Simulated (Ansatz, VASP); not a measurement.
# ReBi: VASP beside Ansatz

```
Re Bi
1.0
     0.00000    2.86535    2.86535
     2.86535    0.00000    2.86535
     2.86535    2.86535    0.00000
Re Bi
1 1
Cartesian
  0.0000 0.0000 0.0000
  1.4327 1.4327 1.4327
```

Alike in both runs: task single point; functional PBE; k mesh 11 × 11 × 11; collinear spin.

```csv
,VASP,Ansatz
version,VASP 6.6.1,Ansatz 0.2.0
potentials or method,"VASP PAW PBE potentials, release 64 (Re, Bi_d)","norm-conserving pseudopotentials, scalar-relativistic"
plane-wave cutoff (eV),520,980
occupations,tetrahedron,tetrahedron-uncorrected
valence electrons in the cell,22,30
```

|  | VASP | Ansatz | Ansatz less VASP |
| --- | --- | --- | --- |
| gap on the k mesh at the Fermi level (eV) | 0.10 | 0.11 | +0.005 |
| net moment per atom (μB) | 0.00 | 0.00 | 0.000 |

VASP's potentials hold 22 valence electrons a cell and Ansatz's 30, so a difference there can come from the potentials and not from the codes. Ansatz's warnings: band table not solved further, seeded moment not kept.

Neither program's run includes spin-orbit coupling.
